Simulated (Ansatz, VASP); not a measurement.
**Two plane-wave programs on Yb**

```xyz
1
Lattice="0.0000 2.6152 2.6152 2.6152 0.0000 2.6152 2.6152 2.6152 0.0000" Properties=species:S:1:pos:R:3 pbc="T T T"
Yb    0.0000    0.0000    0.0000
```

Alike in both runs: task single point; functional PBE; k mesh 10 × 10 × 10; occupations gaussian, width 0.6 eV; no spin polarisation.

```csv
,VASP,Ansatz
version,VASP 6.6.1,Ansatz 0.2.0
potentials or method,"VASP PAW PBE potentials, release 64 (Yb), cutoff 520 eV","plane waves (420 eV) with PAW, scalar-relativistic"
valence electrons in the cell,24,24
```

```tsv
	VASP	Ansatz	Ansatz less VASP
pressure (GPa)	0.1	0.1	+0.05
```

With one functional, cell and mesh, what is left measures potentials, basis and numerics.

Neither program's run includes spin-orbit coupling.
